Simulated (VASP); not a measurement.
# Si16O (a cell with a defect) in VASP: single point with PBE

Aim: the single point of Si16O (a cell with a defect) with PBE.

Program: VASP 6.6.1. These are calculated values, not measurements. Logs are shortened: lines on timing, memory, paths and dates and some standing lists are left out, and cuts for length are marked.

### 1 The cell of the first run

The cell holds a defect, 17 atoms: a = 7.679 Å, b = 7.679 Å, c = 7.679 Å, α = 60.00°, β = 60.00°, γ = 60.00°.

### 2 Single point, PBE, collinear spin, ferromagnetic start

Contents of INCAR:

```
ALGO     = Normal         # electronic algorithm
EDIFF    = 1E-6           # SCF threshold, eV
ENCUT    = 520            # plane-wave cutoff, eV
GGA      = PE             # functional
ISIF     = 2              # what is computed and relaxed
ISMEAR   = -1             # smearing method
ISPIN    = 2              # spin polarisation
LASPH    = True           # aspherical terms in the spheres
LCHARG   = False          # write CHGCAR
LORBIT   = 11             # projections on sites
LREAL    = Auto         
LWAVE    = False          # write WAVECAR
MAGMOM   = 0 0 0 0 0 0 0 0 0 0 0 0 0 0 0 0 1 # initial moments
NBANDS   = 53             # bands
NELM     = 150            # most SCF steps
PREC     = Accurate       # precision mode
SIGMA    = 0.05           # smearing width, eV
```

Contents of KPOINTS:

```
k-points
0
Gamma
  2 2 2
```

Contents of POSCAR:

```
Si16O
1.0
    0.0000000000      5.4300000000      5.4300000000
    5.4300000000      0.0000000000      5.4300000000
    5.4300000000      5.4300000000      0.0000000000
Si O
16 1
Direct
    0.0063375214     -0.0566934033      0.0037046017
    0.1179670752      0.0833383351      0.1240632670
   -0.0059005864      0.0160828289      0.4873808813
    0.1260070322      0.1142371116      0.6302299357
   -0.0359161853      0.5523224015     -0.0287458849
    0.1356799793      0.5708401333      0.1355128852
    0.0000233759      0.4897781410      0.5084401342
    0.1236736045      0.6464623578      0.6039828033
    0.4767038076      0.0448497502     -0.0215838198
    0.6319165720      0.1229644255      0.1164773320
    0.5002729088      0.0024912238      0.4912965134
    0.6184160421      0.1457460922      0.6038912814
    0.5070758785      0.4986637313     -0.0041302923
    0.5935479360      0.6742915214      0.1091569885
    0.4972585370      0.5210362769      0.4824423192
    0.6255384710      0.6280166093      0.6210165448
    0.9568124301      0.3185550635      1.0180247092
```

Potentials or basis: VASP PAW PBE potentials, release 64 (Si, O).

On the command line:

```
cat potpaw_PBE.64/Si/POTCAR potpaw_PBE.64/O/POTCAR > POTCAR
mpirun -np 1 vasp_std > vasp.out
```

OUTCAR:

```text
EDIFF = 1E-6
   ENCUT = 520
   GGA = PE
   ISIF = 2
   ISMEAR = -1
   ISPIN = 2
   LASPH = True
   LORBIT = 11
   LREAL = Auto
   NELM = 150
   PREC = Accurate

 ion  position               nearest neighbor table
   1  0.006  0.943  0.004-   2 2.34   6 2.34   4 2.37  10 2.38
   2  0.118  0.083  0.124-  17 1.66   3 2.31   9 2.32   1 2.34   5 2.94
   3  0.994  0.016  0.487-   2 2.31   8 2.32   4 2.34  12 2.36
   4  0.126  0.114  0.630-   3 2.34  11 2.35   7 2.35   1 2.37
   5  0.964  0.552  0.971-  17 1.67   8 2.32   6 2.32  14 2.33   2 2.94
   6  0.136  0.571  0.136-   5 2.32   1 2.34  13 2.36   7 2.36
   7  0.000  0.490  0.508-  16 2.35   4 2.35   6 2.36   8 2.37
   8  0.124  0.646  0.604-   5 2.32   3 2.32  15 2.34   7 2.37
   9  0.477  0.045  0.978-   2 2.32  14 2.32  10 2.35  12 2.35
  10  0.632  0.123  0.116-   9 2.35  11 2.35  13 2.36   1 2.38
  11  0.500  0.002  0.491-  16 2.35  12 2.35   4 2.35  10 2.35
  12  0.618  0.146  0.604-  11 2.35  15 2.35   9 2.35   3 2.36
  13  0.507  0.499  0.996-  16 2.35   6 2.36  10 2.36  14 2.38
  14  0.594  0.674  0.109-   9 2.32   5 2.33  15 2.35  13 2.38
  15  0.497  0.521  0.482-   8 2.34  16 2.35  14 2.35  12 2.35
  16  0.626  0.628  0.621-  15 2.35  11 2.35   7 2.35  13 2.35
  17  0.957  0.319  0.018-   2 1.66   5 1.67

  LATTYP: Found a face centered cubic cell.
 ALAT       =    10.8600000000

  Lattice vectors:

 A1 = (   0.0000000000,   5.4300000000,   5.4300000000)
 A2 = (   5.4300000000,   0.0000000000,   5.4300000000)
 A3 = (   5.4300000000,   5.4300000000,   0.0000000000)

Analysis of symmetry for initial positions (statically):
=====================================================================
 Subroutine PRICEL returns:
 Original cell was already a primitive cell.

 Routine SETGRP: Setting up the symmetry group for a
 face centered cubic supercell.

 Subroutine GETGRP returns: Found  1 space group operations
 (whereof  1 operations were pure point group operations)
 out of a pool of 48 trial point group operations.

The static configuration has the point symmetry C_1 .

Analysis of symmetry for dynamics (positions and initial velocities):
=====================================================================
 Subroutine PRICEL returns:
 Original cell was already a primitive cell.

 Routine SETGRP: Setting up the symmetry group for a
 face centered cubic supercell.

 Subroutine GETGRP returns: Found  1 space group operations
 (whereof  1 operations were pure point group operations)
 out of a pool of 48 trial point group operations.

The dynamic configuration has the point symmetry C_1 .

Analysis of structural, dynamic, and magnetic symmetry:
=====================================================================
 Subroutine PRICEL returns:
 Original cell was already a primitive cell.

 Routine SETGRP: Setting up the symmetry group for a
 face centered cubic supercell.

 Subroutine GETGRP returns: Found  1 space group operations
 (whereof  1 operations were pure point group operations)
 out of a pool of 48 trial point group operations.

The overall configuration has the point symmetry C_1 .

 Subroutine INISYM returns: Found  1 space group operations
 (whereof  1 operations are pure point group operations),
 and found     1 'primitive' translations

----------------------------------------------------------------------------------------

                                     Primitive cell

  volume of cell :     320.2060

  direct lattice vectors                    reciprocal lattice vectors
     0.000000000  5.430000000  5.430000000    -0.092081031  0.092081031  0.092081031
     5.430000000  0.000000000  5.430000000     0.092081031 -0.092081031  0.092081031
     5.430000000  5.430000000  0.000000000     0.092081031  0.092081031 -0.092081031

  length of vectors
     7.679179644  7.679179644  7.679179644     0.159489025  0.159489025  0.159489025

  position of ions in fractional coordinates (direct lattice)
     0.006337521  0.943306597  0.003704602
     0.117967075  0.083338335  0.124063267
     0.994099414  0.016082829  0.487380881
     0.126007032  0.114237112  0.630229936
     0.964083815  0.552322401  0.971254115
     0.135679979  0.570840133  0.135512885
[... 9 lines left out ...]
     0.625538471  0.628016609  0.621016545
     0.956812430  0.318555063  0.018024709

  ion indices of the primitive-cell ions
   primitive index   ion index
[... 34 lines left out ...]
     0.079744512  0.079744512  0.079744512

  Shift w.r.t. Gamma in fractional coordinates (k-lattice)
     0.000000000  0.000000000  0.000000000

 Subroutine IBZKPT returns following result:
 ===========================================

 Found      8 irreducible k-points:

 Following reciprocal coordinates:
            Coordinates               Weight
  0.000000  0.000000  0.000000      1.000000
  0.500000  0.000000  0.000000      1.000000
  0.000000  0.500000  0.000000      1.000000
  0.000000  0.000000  0.500000      1.000000
  0.500000  0.500000  0.500000      1.000000
  0.500000  0.500000  0.000000      1.000000
  0.000000  0.500000  0.500000      1.000000
  0.500000  0.000000  0.500000      1.000000
   k-points           NKPTS =      8   k-points in BZ     NKDIM =      8   number of bands    NBANDS=     53
   number of dos      NEDOS =    301   number of ions     NIONS =     17
   total plane-waves  NPLWV = 216000
   dimension x,y,z NGX =    60 NGY =   60 NGZ =   60
   dimension x,y,z NGXF=   120 NGYF=  120 NGZF=  120
   ions per type =              16   1
   NGX,Y,Z   is equivalent  to a cutoff of  12.99, 12.99, 12.99 a.u.
   NGXF,Y,Z  is equivalent  to a cutoff of  25.98, 25.98, 25.98 a.u.
 SYSTEM =  unknown system
   PREC   = accura    normal or accurate (medium, high low for compatibility)
   ISTART =      0    job   : 0-new  1-cont  2-samecut
   ICHARG =      2    charge: 1-file 2-atom 10-const
   ISPIN  =      2    spin polarized calculation?
   LNONCOLLINEAR =      F non collinear calculations
   LSORBIT =      F    spin-orbit coupling
   LASPH  =      T    aspherical Exc in radial PAW
   ENCUT  =  520.0 eV  38.22 Ry    6.18 a.u.  14.28 14.28 14.28*2*pi/ulx,y,z
   NELM   =    150;   NELMIN=  2; NELMDL= -5     # of ELM steps
   EDIFF  = 0.1E-05   stopping-criterion for ELM
   LREAL  =      T    real-space projection
   EDIFFG = 0.1E-04   stopping-criterion for IOM
   NSW    =      0    number of steps for IOM
   IBRION =     -1    ionic relax: 0-MD 1-quasi-New 2-CG
   NFREE  =      0    steps in history (QN), initial steepest desc. (CG)
   ISIF   =      2    stress and relaxation
   ISYM   =      2    0-nonsym 1-usesym 2-fastsym
   POTIM  = 0.5000    time-step for ionic-motion
   TEBEG  =    0.0;   TEEND  =   0.0 temperature during run
   PSTRESS=    0.0 pullay stress
   NELECT =      70.0000    total number of electrons
   NUPDOWN=      -1.0000    fix difference up-down
   EMIN   =  10.00;   EMAX   =-10.00  energy-range for DOS
   EFERMI =   0.00;   METHOD = LEGACY
   ISMEAR =    -1;   SIGMA  =   0.05  broadening in eV -4-tet -1-fermi 0-gaus
   EFERMI_NEDOS =   21; number of points for ismear=-14 and -15
   IALGO  =     38    algorithm
   IMIX   =      4    mixing-type and parameters
     AMIX     =   0.40;   BMIX     =  1.00
     AMIX_MAG =   1.60;   BMIX_MAG =  1.00
  volume/ion in A,a.u.               =      18.84       127.11
  Fermi-wavevector in a.u.,A,eV,Ry     =   0.986199  1.863645 13.232857  0.972588
  Thomas-Fermi vector in A             =   2.117562
   LORBIT       =     11    0 simple, 1 ext, 2 COOP (PROOUT), +10 PAW based schemes
   GGA     = PE    functional components
   LHFCALC =     F    Hartree Fock is set to
   AEXX    =    0.0000 exact exchange contribution
   IVDW    =     0    specifies the selected vdW correction
   LEPSILON=     F    determine dielectric tensor
   LRPA    =     F    only Hartree local field effects (RPA)
 spin polarized calculation
  energy-cutoff  :      520.00
  volume of cell :      320.21
 maximum number of plane-waves:      8646
 NGX is ok and might be reduce to    60
   NGX = 29   NGY = 29   NGZ = 29

 number of electron      69.9999998 magnetization      -0.0000953

 number of electron      69.9999998 magnetization       0.0000429

 Free energy of the ion-electron system (eV)
  ---------------------------------------------------
  ext. energy  EPLUGINS =         0.00000000
  ---------------------------------------------------
  free energy    TOTEN  =       -92.69013832 eV

  energy without entropy =      -92.68870436  energy(sigma->0) =      -92.68942134

 E-fermi :   6.1394     XC(G=0):  -9.5329

 val. band max:        5.8838393530   @ k =   0.0000   0.0000   0.0000
 cond. band min:       6.3728095584   @ k =   0.0000   0.0000   0.0000
 fundamental gap:      0.4889702054
 Fermi energy:         6.1393940382

 spin component 1

 k-point     1 :       0.0000    0.0000    0.0000
  band No.  band energies     occupation
      1     -14.4255      1.00000
      2      -5.8111      1.00000
      3      -4.3704      1.00000
      4      -3.6886      1.00000
      5      -3.6666      1.00000
      6      -3.3258      1.00000
[... 389 lines left out ...]
     46      10.1499      0.00000
     47      10.4875      0.00000
 Fermi energy:         6.1393940382

 spin component 2

 k-point     1 :       0.0000    0.0000    0.0000
  band No.  band energies     occupation
      1     -14.4255      1.00000
      2      -5.8111      1.00000
      3      -4.3705      1.00000
      4      -3.6886      1.00000
      5      -3.6666      1.00000
      6      -3.3258      1.00000
[... 389 lines left out ...]
     46      10.1499      0.00000
     47      10.4875      0.00000
 [bands above 47 left out]

------------------------ aborting loop because EDIFF is reached ----------------------------------------

  FORCE on cell =-STRESS in cart. coord.  units (eV):
  Direction    XX          YY          ZZ          XY          YZ          ZX
  --------------------------------------------------------------------------------------
  -------------------------------------------------------------------------------------
  Total        8.9288769      8.2622535      8.5198750     -2.7078137     -2.9686393      1.8290660
  in kB       44.6763756     41.3408703     42.6299009    -13.5487703    -14.8538329      9.1518834
  external PRESSURE =      42.8823823 kB  Pullay stress =       0.0000000 kB

 VOLUME and BASIS-vectors are now :
 -----------------------------------------------------------------------------
  energy-cutoff  :      520.00
  volume of cell :      320.21
      direct lattice vectors                 reciprocal lattice vectors
     0.000000000  5.430000000  5.430000000    -0.092081031  0.092081031  0.092081031
     5.430000000  0.000000000  5.430000000     0.092081031 -0.092081031  0.092081031
     5.430000000  5.430000000  0.000000000     0.092081031  0.092081031 -0.092081031

 POSITION                                       TOTAL-FORCE (eV/Angst)
 -----------------------------------------------------------------------------------
      5.14227      0.05453      5.15657         0.011603      0.004374      0.032264
      1.12619      1.31422      1.09309        -0.059482      0.009712     -0.034397
      2.73381      8.04444      5.48529        -0.015969      0.010688      0.002839
      4.04246      4.10637      1.30453         0.001798      0.004443     -0.012005
      8.27302     10.50888      8.23409         0.014179     -0.031219     -0.001722
      3.83550      1.47258      3.83640         0.023438     -0.014528      0.002586
[... 9 lines left out ...]
      6.78225      6.76879      6.80680        -0.006403      0.006854      0.003119
      1.82763      5.29337      6.92525         0.039754      0.006555      0.008963
 -----------------------------------------------------------------------------------
    total drift:                                0.001472      0.000647      0.009007

  FREE ENERGIE OF THE ION-ELECTRON SYSTEM (eV)
  ---------------------------------------------------
  free  energy   TOTEN  =       -92.6901383228 eV

  energy  without entropy=      -92.6887043558  energy(sigma->0) =      -92.68942134

 total charge

# of ion       s       p       d       tot
------------------------------------------
    1        0.750   0.950   0.000   1.700
    2        0.742   0.944   0.000   1.686
    3        0.744   0.979   0.000   1.723
    4        0.741   0.949   0.000   1.690
    5        0.743   0.943   0.000   1.686
    6        0.746   0.964   0.000   1.710
[... 9 lines left out ...]
   16        0.738   0.960   0.000   1.699
   17        1.576   3.596   0.000   5.172
--------------------------------------------------
tot         13.462  18.883   0.000  32.345

 magnetization (x)

# of ion       s       p       d       tot
------------------------------------------
    1        0.000   0.000   0.000   0.000
    2        0.000   0.000   0.000   0.000
    3       -0.000  -0.000   0.000  -0.000
    4       -0.000  -0.000   0.000  -0.000
    5        0.000   0.000   0.000   0.000
    6       -0.000  -0.000   0.000  -0.000
[... 9 lines left out ...]
   16        0.000   0.000   0.000   0.000
   17       -0.000  -0.000   0.000  -0.000
--------------------------------------------------
tot         -0.000  -0.000   0.000  -0.000
```

Wall time 15 min (1 thread of AMD EPYC 7R43 (Zen 3), shared host); peak memory 0.68 GiB.

What came out:

| Property | Result |
| --- | --- |
| Free energy | -92.6901 eV |
| Pressure | 4.3 GPa |
| Largest force | 0.069 eV/Å |
| Band gap on the k mesh | 0.49 eV |
| Net moment | 0.00 μB per cell |
| Valence electrons inside the program's atomic spheres | Si 1.70, 1.69, 1.72, 1.71, 1.68 (each value once); O 5.17 |

Forces in eV/Å, atoms in the order of the input:
```
Si   0.012  0.004  0.032
Si  -0.059  0.010 -0.034
Si  -0.016  0.011  0.003
Si   0.002  0.004 -0.012
Si   0.014 -0.031 -0.002
Si   0.023 -0.015  0.003
Si   0.003 -0.009  0.010
Si   0.012  0.008 -0.018
Si  -0.010 -0.005  0.002
Si   0.003  0.006  0.002
Si  -0.002  0.001 -0.002
Si   0.001  0.006  0.003
Si   0.000 -0.009 -0.001
Si  -0.012  0.015  0.005
Si  -0.003 -0.010 -0.003
Si  -0.006  0.007  0.003
O    0.040  0.007  0.009
```

Caveat: the k points lie up to 0.50 Å⁻¹ apart.
